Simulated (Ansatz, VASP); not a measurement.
**One calculation of BaTiO3, two programs**

The input INCAR:

```
  PREC = Accurate
  ENCUT = 520
  EDIFF = 1E-8
  ISMEAR = -1
  SIGMA = 0.03
  LREAL = False
  LASPH = True
  NELM = 60
  ALGO = Normal
  ISIF = 2
  LWAVE = False
  LCHARG = False
  GGA = PS
  LEFG = True
  NBANDS = 28
```

The input KPOINTS:

```
Automatic mesh
0
Gamma
  7 7 7
```

File POSCAR:

```
BaTiO3
1.0
    4.0262895137      0.0000000000      0.0000000000
    0.0000000000      4.0262895137      0.0000000000
    0.0000000000      0.0000000000      4.0446100470
Ba Ti O
1 1 3
Direct
    0.0000000000      0.0000000000      0.0000000000
    0.5000000000      0.5000000000      0.5000000000
    0.5000000000      0.5000000000      0.0000000000
    0.5000000000      0.0000000000      0.5000000000
    0.0000000000      0.5000000000      0.5000000000
```

Input for Ansatz:

```yaml
crystal:
  lattice:
    - [4.0262895137, 0.0, 0.0]
    - [0.0, 4.0262895137, 0.0]
    - [0.0, 0.0, 4.044610047]
  atoms:
    - { symbol: Ba, position: [0.0, 0.0, 0.0] }
    - { symbol: Ti, position: [0.5, 0.5, 0.5] }
    - { symbol: O, position: [0.5, 0.5, 0.0] }
    - { symbol: O, position: [0.5, 0.0, 0.5] }
    - { symbol: O, position: [0.0, 0.5, 0.5] }
kpoints:
  mp_grid: { grid: [7, 7, 7] }
scf:
  occupations: { method: fermi_dirac, width: 0.03 }
hamiltonian:
  xc: pbesol
  pseudopotentials: { kind: paw }
output:
  forces: true
  stress: true
  eigenvalues: true
  efg: { contact_densities: true }
  write_density: true
  write_potential: true
  elf: true
  volumetric_format: npy
```

Change from the starting cell: volume scaled by 1.02, PAW files.

Alike in both runs: task electric field gradients; functional PBEsol; k mesh 7 × 7 × 7; occupations fermi-dirac, width 0.03 eV; no spin polarisation.

```csv
,VASP,Ansatz
version,VASP 6.6.1,Ansatz 0.2.0
potentials or method,"VASP PAW PBE potentials, release 64 (Ba_sv, Ti_sv, O)","PAW with Ansatz's default frozen-core files, scalar-relativistic"
plane-wave cutoff (eV),520,420
valence electrons in the cell,40,40
```

```csv
,VASP,Ansatz,Ansatz less VASP
gap on the k mesh at the Fermi level (eV),1.71,1.78,+0.064
pressure (GPa),-5.9,-7.6,-1.67
"traceless stress, the component that is largest in VASP (GPa)",-0.51,-0.50,+0.016
size of Vzz on the site where it differs most (V/Å²),24.1,25.0,+0.94
```

VASP's potentials were made for PBE, not for PBEsol.

Neither program's run includes spin-orbit coupling.
